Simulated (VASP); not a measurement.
# BN (Fm-3m) in VASP: a series of runs

The runs below take BN through G0W0 quasiparticle levels, with PBE, r2SCAN.

Everything below comes from runs of VASP 6.6.1. Logs are shortened: lines on timing, memory, paths and dates and some standing lists are left out, and cuts for length are marked.

### Step 1. The cell of the first run

The structure is cubic, space group Fm-3m (No. 225). The conventional cell has a = 3.492 Å, b = 3.492 Å, c = 3.492 Å, α = 90.00°, β = 90.00°, γ = 90.00°. Within 2.3 Å of B (site symmetry m-3m) lie 6 N at 1.75 Å. Within 2.3 Å of N (site symmetry m-3m) lie 6 B at 1.75 Å.

### Step 2. G0W0 quasiparticle levels, PBE

POSCAR

```
BN
1.0
    0.0000000000      1.7458259400      1.7458259400
    1.7458259400      0.0000000000      1.7458259400
    1.7458259400      1.7458259400      0.0000000000
B N
1 1
Direct
    0.0000000000      0.0000000000      0.0000000000
    0.5000000000      0.5000000000      0.5000000000
```

INCAR.step1

```
SYSTEM = BN
ALGO     = Normal         ! electronic algorithm
EDIFF    = 1E-8           ! SCF threshold, eV
ENCUT    = 500            ! plane-wave cutoff, eV
GGA      = PE             ! functional
ISMEAR   = 0              ! smearing method
LASPH    = .True.         ! aspherical terms in the spheres
LCHARG   = .False.        ! write CHGCAR
LREAL    = .False.        ! projectors in reciprocal space
LWAVE    = .True.         ! write WAVECAR
NELM     = 100            ! most SCF steps
PREC     = Accurate       ! precision mode
SIGMA    = 0.01           ! smearing width, eV
```

INCAR.step2

```
SYSTEM = BN
ALGO     = Exact          ! electronic algorithm
EDIFF    = 1E-8           ! SCF threshold, eV
ENCUT    = 500            ! plane-wave cutoff, eV
GGA      = PE             ! functional
ISMEAR   = 0              ! smearing method
ISTART   = 1            
LASPH    = .True.         ! aspherical terms in the spheres
LCHARG   = .False.        ! write CHGCAR
LOPTICS  = .True.         ! frequency-dependent dielectric function
LREAL    = .False.        ! projectors in reciprocal space
LWAVE    = .True.         ! write WAVECAR
NBANDS   = 34             ! bands
NELM     = 1              ! most SCF steps
PREC     = Accurate       ! precision mode
SIGMA    = 0.01           ! smearing width, eV
```

INCAR.step3

```
SYSTEM = BN
ALGO     = EVGW0          ! electronic algorithm
EDIFF    = 1E-8           ! SCF threshold, eV
ENCUT    = 500            ! plane-wave cutoff, eV
ENCUTGW  = 80.0           ! cutoff of the response function
GGA      = PE             ! functional
ISMEAR   = 0              ! smearing method
ISTART   = 1            
LASPH    = .True.         ! aspherical terms in the spheres
LCHARG   = .False.        ! write CHGCAR
LREAL    = .False.        ! projectors in reciprocal space
LWAVE    = .False.        ! write WAVECAR
NBANDS   = 34             ! bands
NBANDSGW = 12           
NELMGW   = 1            
NOMEGA   = 96             ! frequency points
OMEGAMAX = 20           
PREC     = Accurate       ! precision mode
PRECFOCK = Fast         
SIGMA    = 0.01           ! smearing width, eV
```

KPOINTS

```
k-points
0
Gamma
  12 12 12
  0 0 0
```

Potentials or basis: VASP PAW PBE potentials, release 64 (B_GW, N_GW).

Started as:

```console
$ cat potpaw_PBE.64/B_GW/POTCAR potpaw_PBE.64/N_GW/POTCAR > POTCAR
$ cp INCAR.step1 INCAR
$ mpirun -np 1 vasp_std > vasp.out
$ cp INCAR.step2 INCAR
$ mpirun -np 1 vasp_std > vasp.out
$ cp INCAR.step3 INCAR
$ mpirun -np 1 vasp_std > vasp.out
```

OUTCAR:

```text
SYSTEM = BN
   EDIFF = 1E-8
   ENCUT = 500
   ENCUTGW = 80.0
   GGA = PE
   ISMEAR = 0
   ISTART = 1
   LASPH = .True.
   LREAL = .False.
   NELMGW = 1
   PREC = Accurate
   PRECFOCK = Fast

 ion  position               nearest neighbor table
   1  0.000  0.000  0.000-   2 1.75   2 1.75   2 1.75   2 1.75   2 1.75   2 1.75
   2  0.500  0.500  0.500-   1 1.75   1 1.75   1 1.75   1 1.75   1 1.75   1 1.75

  LATTYP: Found a face centered cubic cell.
 ALAT       =     3.4916518800

  Lattice vectors:

 A1 = (   0.0000000000,   1.7458259400,   1.7458259400)
 A2 = (   1.7458259400,   0.0000000000,   1.7458259400)
 A3 = (   1.7458259400,   1.7458259400,   0.0000000000)

Analysis of symmetry for initial positions (statically):
=====================================================================
 Subroutine PRICEL returns:
 Original cell was already a primitive cell.

 Routine SETGRP: Setting up the symmetry group for a
 face centered cubic supercell.

 Subroutine GETGRP returns: Found 48 space group operations
 (whereof 48 operations were pure point group operations)
 out of a pool of 48 trial point group operations.

The static configuration has the point symmetry O_h .

Analysis of symmetry for dynamics (positions and initial velocities):
=====================================================================
 Subroutine PRICEL returns:
 Original cell was already a primitive cell.

 Routine SETGRP: Setting up the symmetry group for a
 face centered cubic supercell.

 Subroutine GETGRP returns: Found 48 space group operations
 (whereof 48 operations were pure point group operations)
 out of a pool of 48 trial point group operations.

The dynamic configuration has the point symmetry O_h .

 Subroutine INISYM returns: Found 48 space group operations
 (whereof 48 operations are pure point group operations),
 and found     1 'primitive' translations

----------------------------------------------------------------------------------------

                                     Primitive cell

  volume of cell :      10.6422

  direct lattice vectors                    reciprocal lattice vectors
     0.000000000  1.745825940  1.745825940    -0.286397394  0.286397394  0.286397394
     1.745825940  0.000000000  1.745825940     0.286397394 -0.286397394  0.286397394
     1.745825940  1.745825940  0.000000000     0.286397394  0.286397394 -0.286397394

  length of vectors
     2.468970722  2.468970722  2.468970722     0.496054838  0.496054838  0.496054838

  position of ions in fractional coordinates (direct lattice)
     0.000000000  0.000000000  0.000000000
     0.500000000  0.500000000  0.500000000

  ion indices of the primitive-cell ions
   primitive index   ion index
                 1           1
                 2           2

----------------------------------------------------------------------------------------

 KPOINTS: k-points

Automatic generation of k-mesh.
 Grid dimensions read from file:
 generate k-points for:   12   12   12

 Generating k-lattice:

  Cartesian coordinates                     Fractional coordinates (reciprocal lattice)
    -0.023866450  0.023866450  0.023866450     0.083333333  0.000000000  0.000000000
     0.023866450 -0.023866450  0.023866450     0.000000000  0.083333333  0.000000000
     0.023866450  0.023866450 -0.023866450     0.000000000  0.000000000  0.083333333

  Length of vectors
     0.041337903  0.041337903  0.041337903

  Shift w.r.t. Gamma in fractional coordinates (k-lattice)
     0.000000000  0.000000000  0.000000000

 Subroutine IBZKPT returns following result:
 ===========================================

 Found     72 irreducible k-points:

 Following reciprocal coordinates:
            Coordinates               Weight
  0.000000  0.000000  0.000000      1.000000
  0.083333  0.000000  0.000000      8.000000
  0.166667  0.000000  0.000000      8.000000
  0.250000  0.000000  0.000000      8.000000
  0.333333  0.000000  0.000000      8.000000
  0.416667  0.000000  0.000000      8.000000
[... 16 lines left out ...]
  0.500000  0.166667  0.000000     24.000000
 -0.416667  0.166667  0.000000     24.000000
 [... further k-points ...]
   k-points           NKPTS =     72   k-points in BZ     NKDIM =   1728   number of bands    NBANDS=     34
   number of dos      NEDOS =    301   number of ions     NIONS =      2
   total plane-waves  NPLWV =   5832
   dimension x,y,z NGX =    18 NGY =   18 NGZ =   18
   dimension x,y,z NGXF=    36 NGYF=   36 NGZF=   36
   ions per type =               1   1
   NGX,Y,Z   is equivalent  to a cutoff of  12.12, 12.12, 12.12 a.u.
   NGXF,Y,Z  is equivalent  to a cutoff of  24.24, 24.24, 24.24 a.u.
 SYSTEM =  BN
   PREC   = accura    normal or accurate (medium, high low for compatibility)
   ISTART =      1    job   : 0-new  1-cont  2-samecut
   ICHARG =      0    charge: 1-file 2-atom 10-const
   ISPIN  =      1    spin polarized calculation?
   LNONCOLLINEAR =      F non collinear calculations
   LSORBIT =      F    spin-orbit coupling
   LASPH  =      T    aspherical Exc in radial PAW
   ENCUT  =  500.0 eV  36.75 Ry    6.06 a.u.   4.50  4.50  4.50*2*pi/ulx,y,z
   NELM   =     60;   NELMIN=  2; NELMDL=  0     # of ELM steps
   EDIFF  = 0.1E-07   stopping-criterion for ELM
   LREAL  =      F    real-space projection
   EDIFFG = 0.1E-06   stopping-criterion for IOM
   NSW    =      0    number of steps for IOM
   IBRION =     -1    ionic relax: 0-MD 1-quasi-New 2-CG
   NFREE  =      0    steps in history (QN), initial steepest desc. (CG)
   ISIF   =      0    stress and relaxation
   ISYM   =      3    0-nonsym 1-usesym 2-fastsym
   POTIM  = 0.5000    time-step for ionic-motion
   TEBEG  =    0.0;   TEEND  =   0.0 temperature during run
   PSTRESS=    0.0 pullay stress
   NELECT =       8.0000    total number of electrons
   NUPDOWN=      -1.0000    fix difference up-down
   EMIN   =  10.00;   EMAX   =-10.00  energy-range for DOS
   EFERMI =   0.00;   METHOD = LEGACY
   ISMEAR =     0;   SIGMA  =   0.01  broadening in eV -4-tet -1-fermi 0-gaus
   EFERMI_NEDOS =   21; number of points for ismear=-14 and -15
   IALGO  =     38    algorithm
   IMIX   =      4    mixing-type and parameters
     AMIX     =   0.40;   BMIX     =  1.00
     AMIX_MAG =   1.60;   BMIX_MAG =  1.00
  volume/ion in A,a.u.               =       5.32        35.91
  Fermi-wavevector in a.u.,A,eV,Ry     =   1.488540  2.812933 30.147133  2.215752
  Thomas-Fermi vector in A             =   2.601562
   LORBIT       =      0    0 simple, 1 ext, 2 COOP (PROOUT), +10 PAW based schemes
   GGA     = PE    functional components
   LHFCALC =     T    Hartree Fock is set to
   PRECFOCK=fast      Normal, Fast or Accurate (Low or Medium for compatibility)
   ENCUT4O =  -1.0   cutoff for four orbital integrals eV
   NKREDX  =     1    reduce k-point grid by
   NKREDY  =     1    reduce k-point grid by
   NKREDZ  =     1    reduce k-point grid by
   AEXX    =    1.0000 exact exchange contribution
   HFSCREEN=    0.0000 screening length (either q_TF or 0.3 A-1)
   HFSCREENC=   0.0000 screening length for correlation (either q_TF or 0.3 A-1)
   ENCUTFOCK=  -1.0 apply spherical cutoff to Coloumb kernel
   IVDW    =     0    specifies the selected vdW correction
   LEPSILON=     F    determine dielectric tensor
   LRPA    =     F    only Hartree local field effects (RPA)
   LRPAFORCE           =     F    calculate RPA forces
   ENCUTGW             =  80.0    cutoff for response function in eV
   ENCUTGWSOFT         =  64.0    soft cutoff for Coulomb kernel in GW response function in eV
   ENCUTLF             =  -1.0    cutoff for local field effects
   NELMGW              =     1    number of iterations in solving QP/BSE equation
   NELMHF              =     1    number of iterations in the inner HF iteration
   NKREDLFX            =     1    NKREDLFY  =   1   NKREDLFZ  =   1
 non-spin polarized calculation
 Gauss-broadening in eV      SIGMA  =   0.01
  energy-cutoff  :      500.00
  volume of cell :       10.64
 maximum number of plane-waves:       290
 NGX is ok and might be reduce to    18
  NGX = 12; NGY = 12; NGZ = 12
   NGX =  9   NGY =  9   NGZ =  9
 maximum number of plane-waves:        22
 NGX is ok and might be reduce to    10

 QP shifts <psi_nk| G(iteration)W_0 |psi_nk>: iteration 1
 for sc-GW calculations column KS-energies equals QP-energies in previous step
 and V_xc(KS)=  KS-energies - (<T + V_ion + V_H > + <T+V_H+V_ion>^1  + <V_x>^1)

 k-point   1 :       0.0000    0.0000    0.0000
  band No.  KS-energies  QP-energies   sigma(KS)   V_xc(KS)     V^pw_x(r,r')   Z            occupation Imag(sigma)

      1     -12.0384     -13.1272     -16.8026     -15.3644     -26.4603       0.7571       2.0000       1.8036
      2       9.5887       9.6656     -17.5599     -17.6558     -20.9417       0.8011       2.0000       0.0401
      3       9.5887       9.6656     -17.5599     -17.6558     -20.9417       0.8011       2.0000       0.0401
      4       9.5887       9.6656     -17.5599     -17.6558     -20.9417       0.8011       2.0000       0.0401
      5      19.6870      20.6705     -15.7128     -16.9677      -9.6386       0.7837       0.0000      -0.1273
      6      22.5545      23.7975     -13.1613     -14.7919      -5.6419       0.7623       0.0000      -0.2591
      7      22.5545      23.7975     -13.1613     -14.7919      -5.6419       0.7623       0.0000      -0.2591
      8      22.5545      23.7975     -13.1613     -14.7919      -5.6419       0.7623       0.0000      -0.2591
      9      29.0681      29.8414     -11.9853     -12.9129      -5.9743       0.8337       0.0000      -0.2737
     10      29.0681      29.8414     -11.9853     -12.9129      -5.9743       0.8337       0.0000      -0.2737
     11      29.0681      29.8414     -11.9853     -12.9129      -5.9743       0.8337       0.0000      -0.2737
     12      34.6746      35.0820     -10.4192     -10.9269      -3.0143       0.8024       0.0000      -0.4496

 k-point   2 :       0.0833    0.0000    0.0000
  band No.  KS-energies  QP-energies   sigma(KS)   V_xc(KS)     V^pw_x(r,r')   Z            occupation Imag(sigma)
[... 353 lines left out ...]
      1      -6.3006      -7.0620     -17.5412     -16.5378     -26.0502       0.7589       2.0000       1.0621
      2      -1.3578      -1.9981     -15.6695     -14.8230     -21.8287       0.7563       2.0000       0.4243
      3       5.9741       5.7242     -16.7845     -16.4664     -20.6242       0.7854       2.0000       0.0667
      4       8.5365       8.5315     -17.2002     -17.1940     -20.2881       0.8031       2.0000       0.0385
      5      15.4731      16.3452     -13.0359     -14.1118      -8.0632       0.8105       0.0000      -0.0493
      6      17.5406      18.6626     -13.1491     -14.5572      -7.6737       0.7968       0.0000      -0.0709
      7      20.5733      21.8467     -14.7125     -16.3332      -8.6868       0.7857       0.0000      -0.1110
      8      24.9269      26.3257     -15.1749     -17.0356      -7.3725       0.7518       0.0000      -0.4247
      9      32.2941      33.1153     -12.0679     -13.0913      -4.6092       0.8025       0.0000      -0.6069
     10      35.0803      35.8994     -11.8708     -12.8958      -3.8647       0.7991       0.0000      -0.9559
     11      39.6138      40.5603     -12.0781     -13.2265      -4.5565       0.8242       0.0000      -1.0620
     12      45.6705      46.9277     -12.0021     -13.5028      -3.8013       0.8378       0.0000      -1.8062

 [... further k-points ...]
```

It took 13 min on 1 thread of Intel Xeon Platinum 8488C (Sapphire Rapids), shared host; peak memory 1.3 GiB.

Results:

| Property | Result |
| --- | --- |
| Quasiparticle gap | 1.51 eV |
| Least direct quasiparticle gap | 6.66 eV |
| Band gap of the starting levels on the mesh | 1.19 eV |
| Least direct gap of the starting levels on the mesh | 5.85 eV |

Caveat: bands, screening cutoff and mesh are small and nothing is extrapolated, so the quasiparticle values aren't converged; the structure was generated, so it needn't be the stable form of BN.

### Step 3. G0W0 quasiparticle levels, r2SCAN

POSCAR is that of step 2.

INCAR.step1

```
PREC = Accurate ; ENCUT = 500
EDIFF = 1E-8 ; ISMEAR = 0
SIGMA = 0.01 ; LREAL = F
LASPH = T ; NELM = 80
ALGO = Normal ; LWAVE = T
LCHARG = F ; METAGGA = R2SCAN
LMIXTAU = T
```

INCAR.step2

```
PREC = Accurate ; ENCUT = 500
EDIFF = 1E-8 ; ISMEAR = 0
SIGMA = 0.01 ; LREAL = F
LASPH = T ; NELM = 1
ALGO = Exact ; LWAVE = T
LCHARG = F ; METAGGA = R2SCAN
LMIXTAU = T ; NBANDS = 62
LOPTICS = T ; ISTART = 1
```

INCAR.step3

```
PREC = Accurate ; ENCUT = 500
EDIFF = 1E-8 ; ISMEAR = 0
SIGMA = 0.01 ; LREAL = F
LASPH = T ; ALGO = EVGW0
LWAVE = F ; LCHARG = F
METAGGA = R2SCAN ; LMIXTAU = T
NELMGW = 1 ; NBANDS = 62
ENCUTGW = 180.0 ; NOMEGA = 96
PRECFOCK = Fast ; ISTART = 1
NBANDSGW = 12 ; OMEGAMAX = 20
```

KPOINTS

```
regular mesh
0
Gamma
  8 8 8
```

Potentials or basis: VASP PAW PBE potentials, release 64 (B_GW, N_GW).

Started as:

```console
$ cat potpaw_PBE.64/B_GW/POTCAR potpaw_PBE.64/N_GW/POTCAR > POTCAR
$ cp INCAR.step1 INCAR
$ mpirun -np 1 vasp_std > vasp.out
$ cp INCAR.step2 INCAR
$ mpirun -np 1 vasp_std > vasp.out
$ cp INCAR.step3 INCAR
$ mpirun -np 1 vasp_std > vasp.out
```

OUTCAR:

```text
PREC = Accurate
   ENCUT = 500
   EDIFF = 1E-8
   ISMEAR = 0
   LREAL = F
   LASPH = T
   METAGGA = R2SCAN
   NELMGW = 1
   ENCUTGW = 180.0
   PRECFOCK = Fast
   ISTART = 1

 ion  position               nearest neighbor table
   1  0.000  0.000  0.000-   2 1.75   2 1.75   2 1.75   2 1.75   2 1.75   2 1.75
   2  0.500  0.500  0.500-   1 1.75   1 1.75   1 1.75   1 1.75   1 1.75   1 1.75

[... 200 lines left out ...]
      3       9.5062       9.2045     -18.2323     -17.8572     -21.0649       0.8042       2.0000       0.0370
      4       9.5062       9.2045     -18.2323     -17.8572     -21.0649       0.8042       2.0000       0.0370
      5      20.2225      20.6116     -15.9206     -16.4181      -9.5645       0.7821       0.0000      -0.1225
      6      23.5611      23.7246     -13.3881     -13.6018      -5.5234       0.7652       0.0000      -0.2750
      7      23.5611      23.7246     -13.3881     -13.6018      -5.5234       0.7652       0.0000      -0.2750
      8      23.5611      23.7246     -13.3881     -13.6018      -5.5234       0.7652       0.0000      -0.2750
      9      29.9112      29.8495     -12.1808     -12.1071      -5.9832       0.8367       0.0000      -0.2520
     10      29.9112      29.8495     -12.1808     -12.1071      -5.9832       0.8367       0.0000      -0.2520
     11      29.9112      29.8495     -12.1808     -12.1071      -5.9832       0.8367       0.0000      -0.2520
     12      36.4600      35.4119     -10.4113      -9.1259      -2.9550       0.8154       0.0000      -0.4488
[... 356 lines left out ...]
      1      -6.8079      -7.0604     -18.2899     -17.9665     -26.2878       0.7805       2.0000       1.1079
      2      -1.6655      -2.1931     -16.0902     -15.4042     -21.6884       0.7691       2.0000       0.3839
      3       4.6507       4.2394     -17.2353     -16.7103     -20.9929       0.7834       2.0000       0.0799
      4       6.7299       6.3551     -17.0495     -16.5808     -19.9339       0.7996       2.0000       0.0418
      5      17.0223      17.4377     -14.4881     -15.0047      -9.2493       0.8041       0.0000      -0.0549
      6      17.7456      18.0625     -12.9603     -13.3540      -7.0770       0.8050       0.0000      -0.0650
      7      22.8926      23.3555     -15.0629     -15.6550      -8.2472       0.7819       0.0000      -0.1549
      8      26.2629      26.5789     -15.7146     -16.1348      -7.4496       0.7520       0.0000      -0.4172
      9      32.8726      32.3579     -12.0167     -11.3819      -4.4879       0.8108       0.0000      -0.6072
     10      34.6885      34.1462     -12.0578     -11.3859      -4.1745       0.8071       0.0000      -0.7917
     11      44.8694      44.2290     -12.3306     -11.5552      -3.9679       0.8258       0.0000      -1.5103
     12      46.4637      46.0562     -12.1303     -11.6460      -4.0300       0.8416       0.0000      -1.4532

 [... further k-points ...]
```

OUTCAR.step2:

```text
PREC = Accurate
   ENCUT = 500
   EDIFF = 1E-8
   ISMEAR = 0
   LREAL = F
[... 1013 lines left out ...]
     0.00000     8.41532     8.41532     8.41532     0.00000     0.00000    -0.00000
     2.33001     9.01034     9.01034     9.01034     0.00000     0.00000    -0.00000
     4.66002    11.84660    11.84660    11.84660     0.00000     0.00000    -0.00000
     6.99004    28.88620    28.88620    28.88620     0.00000     0.00000    -0.00000
     9.32005    -6.19929    -6.19929    -6.19929    -0.00000    -0.00000     0.00000
    11.65006    -4.98048    -4.98048    -4.98048    -0.00000    -0.00000     0.00000
[... 92 lines left out ...]
   228.34118     0.97853     0.97853     0.97853    -0.00000    -0.00000     0.00000
   230.67119     0.97899     0.97899     0.97899    -0.00000    -0.00000     0.00000
```

Wall time 5.3 min (1 thread of Intel Xeon Platinum 8488C (Sapphire Rapids), shared host); peak memory 0.46 GiB.

Results:

| Property | Result |
| --- | --- |
| Quasiparticle gap | 1.87 eV |
| Least direct quasiparticle gap | 6.96 eV |
| Band gap of the starting levels on the mesh | 1.45 eV |
| Least direct gap of the starting levels on the mesh | 6.48 eV |

Caveat: the k points lie up to 0.39 Å⁻¹ apart; bands, screening cutoff and mesh are small and nothing is extrapolated, so the quasiparticle values aren't converged; the structure was generated, so it needn't be the stable form of BN.
